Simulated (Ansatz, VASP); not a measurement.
## ScIn4: VASP beside Ansatz

Contents of INCAR:

```
SYSTEM = ScIn4
PREC     = Accurate       ! precision mode
ENCUT    = 600            ! plane-wave cutoff, eV
EDIFF    = 1E-6           ! SCF threshold, eV
ISMEAR   = 0              ! smearing method
SIGMA    = 0.1            ! smearing width, eV
LREAL    = .False.        ! projectors in reciprocal space
LASPH    = .True.         ! aspherical terms in the spheres
NELM     = 80             ! most SCF steps
ALGO     = Fast           ! electronic algorithm
ISIF     = 3              ! what is computed and relaxed
LWAVE    = .False.        ! write WAVECAR
LCHARG   = .False.        ! write CHGCAR
GGA      = PE             ! functional
IBRION   = 2              ! ionic algorithm
NSW      = 100            ! ionic steps
EDIFFG   = -0.01          ! ionic threshold
```

Contents of KPOINTS:

```
regular mesh
0
Gamma
  8 8 8
  0 0 0
```

File POSCAR:

```
ScIn4
1.0
    5.4021786878      0.0000000000      0.0000000000
    0.0000000000      5.4021786878      0.0000000000
    0.0000000000      0.0000000000      5.4021786878
Sc In
1 4
Direct
    0.5000000000      0.5000000000      0.5000000000
    0.8003140833      0.8003140833      0.8003140833
    0.1996859167      0.1996859167      0.8003140833
    0.1996859167      0.8003140833      0.1996859167
    0.8003140833      0.1996859167      0.1996859167
```

Input for Ansatz:

```yaml
crystal:
  lattice:
    - [5.4021786878, 0.0, 0.0]
    - [0.0, 5.4021786878, 0.0]
    - [0.0, 0.0, 5.4021786878]
  atoms:
    - { symbol: Sc, position: [0.5, 0.5, 0.5] }
    - { symbol: In, position: [0.8003140833, 0.8003140833, 0.8003140833] }
    - { symbol: In, position: [0.1996859167, 0.1996859167, 0.8003140833] }
    - { symbol: In, position: [0.1996859167, 0.8003140833, 0.1996859167] }
    - { symbol: In, position: [0.8003140833, 0.1996859167, 0.1996859167] }
basis:
  ecutwfc: 420
kpoints:
  mp_grid: { grid: [8, 8, 8] }
hamiltonian:
  xc: pbe
scf:
  occupations: { method: gaussian, width: 0.1 }
output:
  forces: true
  stress: true
  eigenvalues: true
relax:
  adjacent_minimum: "off"
  f_tol: 0.01
  max_steps: 80
  cell: { stress_tol: 0.05 }
```

Alike in both runs: task relaxation of cell and atoms; functional PBE; k mesh 8 × 8 × 8; occupations gaussian, width 0.1 eV; no spin polarisation.

```csv
,VASP,Ansatz
version,VASP 6.6.1,Ansatz 0.2.0
potentials or method,"VASP PAW PBE potentials, release 64 (Sc_sv, In_d), cutoff 600 eV","scalar-relativistic, plane waves, PAW"
valence electrons in the cell,63,63
```

|  | VASP | Ansatz | Ansatz less VASP |
| --- | --- | --- | --- |
| gap on the k mesh at the Fermi level, each at its own relaxed structure (eV) | none | none | - |
| relaxed volume (Å³/atom) | 31.95 | 31.95 | -0.008 |
| relaxed length of the cell vector where the two differ most in proportion (Å) | 5.426 | 5.426 | -0.0004 |

A gap of «none» marks a metal or a gap that the smearing closes.
